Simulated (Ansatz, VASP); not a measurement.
## One calculation of C, two programs

The input INCAR:

```
SYSTEM = C
AGGAC = 1.0
AGGAX = 1.0
ALDAC = 0.0
ALDAX = 1.0
ALGO = Normal
EDIFF = 1E-6
EDIFFG = -0.01
ENCUT = 600
GGA = B5
IBRION = 2
ISIF = 3
ISMEAR = -1
LASPH = .True.
LCHARG = .False.
LREAL = .False.
LWAVE = .False.
NELM = 80
NSW = 80
PREC = Accurate
SIGMA = 0.1
```

KPOINTS

```
k-points
0
Gamma
  18 18 18
  0 0 0
```

File POSCAR:

```
C
1.0
   -1.1826249197      1.1826249197      1.1826249197
    1.1826249197     -1.1826249197      1.1826249197
    1.1826249197      1.1826249197     -1.1826249197
C
1
Direct
    0.0000000000      0.0000000000      0.0000000000
```

Input for Ansatz:

```yaml
crystal:
  lattice:
    - [-1.1826249197, 1.1826249197, 1.1826249197]
    - [1.1826249197, -1.1826249197, 1.1826249197]
    - [1.1826249197, 1.1826249197, -1.1826249197]
  atoms:
    - { symbol: C, position: [0.0, 0.0, 0.0] }
hamiltonian:
  xc: blyp
  pseudopotentials:
    kind: paw
    azcp:
      C: "pseudopotentials/C.paw.azcp"
basis:
  ecutwfc: 420
  fft_grid_basis: typed
kpoints:
  mp_grid: { grid: [18, 18, 18], shift: [0, 0, 0] }
magnetization:
  spin_polarized: false
scf:
  occupations: { method: fermi_dirac, width: 0.1 }
relax:
  max_steps: 60
  f_tol: 0.01
  cell: {}
```

Alike in both runs: task relaxation of cell and atoms; functional BLYP; k mesh 18 × 18 × 18; occupations fermi-dirac, width 0.1 eV; no spin polarisation.

|  | VASP | Ansatz |
| --- | --- | --- |
| version | VASP 6.6.1 | Ansatz 0.2.0 |
| potentials or method | VASP PAW PBE potentials, release 64 (C), cutoff 600 eV | plane waves (420 eV) with PAW, scalar-relativistic |
| valence electrons in the cell | 4 | 4 |

```csv
,VASP,Ansatz,Ansatz less VASP
relaxed volume (Å³/atom),7.50,7.48,-0.013
relaxed cell length with the largest relative difference (Å),2.135,2.134,-0.0013
```

VASP's potentials were made for PBE, not for BLYP.
